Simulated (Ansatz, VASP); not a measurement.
**C in VASP and in Ansatz**

The input INCAR:

```
ALGO = Normal
EDIFF = 1E-6
EDIFFG = -0.04
ENCUT = 600
GGA = PE
IBRION = 2
ISIF = 3
ISMEAR = 0
LASPH = T
LCHARG = F
LREAL = F
LWAVE = F
NELM = 60
NSW = 90
PREC = Accurate
SIGMA = 0.1
```

Contents of KPOINTS:

```
k-points
0
Gamma
  6 6 6
```

The input POSCAR:

```
C
1.0
    4.1527998194      0.0000000000      0.0000000000
   -2.0763999097      3.5964301404      0.0000000000
    0.0000000000      0.0000000000      2.5458468458
C
3
Direct
    0.0000000000      0.0000000000      0.0000000000
    0.3333333333      0.6666666667      0.5000000000
    0.6666666667      0.3333333333      0.5000000000
```

Input for Ansatz:

```yaml
crystal:
  lattice:
    - [4.1527998194, 0.0, 0.0]
    - [-2.0763999097, 3.5964301404, 0.0]
    - [0.0, 0.0, 2.5458468458]
  atoms:
    - { symbol: C, position: [0.0, 0.0, 0.0] }
    - { symbol: C, position: [0.3333333333, 0.6666666667, 0.5] }
    - { symbol: C, position: [0.6666666667, 0.3333333333, 0.5] }
basis:
  ecutwfc: 420
kpoints:
  mp_grid: { grid: [6, 6, 6] }
hamiltonian:
  xc: pbe
scf:
  occupations: { method: gaussian, width: 0.1 }
  lower_state_search: "off"
output:
  forces: true
  stress: true
  eigenvalues: true
relax:
  adjacent_minimum: "off"
  f_tol: 0.04
  max_steps: 70
  cell: { stress_tol: 0.4 }
```

Alike in both runs: task relaxation of cell and atoms; functional PBE; k mesh 6 × 6 × 6; occupations gaussian, width 0.1 eV; no spin polarisation.

|  | VASP | Ansatz |
| --- | --- | --- |
| version | VASP 6.6.1 | Ansatz 0.2.0 |
| potentials or method | VASP PAW PBE potentials, release 64 (C), cutoff 600 eV | scalar-relativistic, plane waves, PAW |
| valence electrons in the cell | 12 | 12 |

```tsv
	VASP	Ansatz	Ansatz less VASP
relaxed volume (Å³/atom)	12.20	18.47	+6.271
relaxed cell length with the largest relative difference (Å)	5.767	7.088	+1.3214
```

The k mesh is coarse, so the values compare programs but aren't converged.
